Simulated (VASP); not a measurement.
Write the native input for VASP 6.6.1 that does the following.

```
Task                   : single point
Functional             : PBEsol
Potentials or basis    : VASP PAW PBE potentials, release 64 (K_sv)
Cutoff                 : 520 eV
k mesh                 : 11 × 11 × 11
Occupations            : fermi-dirac, width 0.1 eV
Spin                   : no spin polarisation
Dipole correction      : no
Further INCAR settings : ALGO = Normal; EDIFF = 1e-06; NBANDS = 10
```

The structure of K lies in POSCAR:

```
K
1.0
    0.0000000000      3.0556002100      3.0556002100
    3.0556002100      0.0000000000      3.0556002100
    3.0556002100      3.0556002100      0.0000000000
K
1
Direct
    0.0000000000      0.0000000000      0.0000000000
```

This cell differs from its parent crystal: volume scaled by 0.8.

The input as run:

INCAR

```
ALGO     = Normal         # electronic algorithm
EDIFF    = 1E-6           # SCF threshold, eV
ENCUT    = 520            # plane-wave cutoff, eV
GGA      = PS             # functional
ISIF     = 2              # what is computed and relaxed
ISMEAR   = -1             # smearing method
LASPH    = True           # aspherical terms in the spheres
LCHARG   = True           # write CHGCAR
LELF     = True           # ELF
LREAL    = False          # projectors in reciprocal space
LVHAR    = True         
LWAVE    = False          # write WAVECAR
NBANDS   = 10             # bands
NELM     = 60             # most SCF steps
PREC     = Accurate       # precision mode
SIGMA    = 0.1            # smearing width, eV
```

KPOINTS

```
k-points
0
Gamma
  11 11 11
```

Potentials or basis: VASP PAW PBE potentials, release 64 (K_sv).

Command:

```bash
$ cat potpaw_PBE.64/K_sv/POTCAR > POTCAR
$ mpirun -np 1 vasp_std > vasp.out
```

Results of the run:

- Pressure: 1.2 GPa

Caveat: the PAW data sets were made with another functional, which shifts forces and pressure a little.

Run time: 13 s on 1 thread of AMD EPYC 9R45 96-Core Processor (Zen 5), on a shared host, peak memory 0.15 GiB.
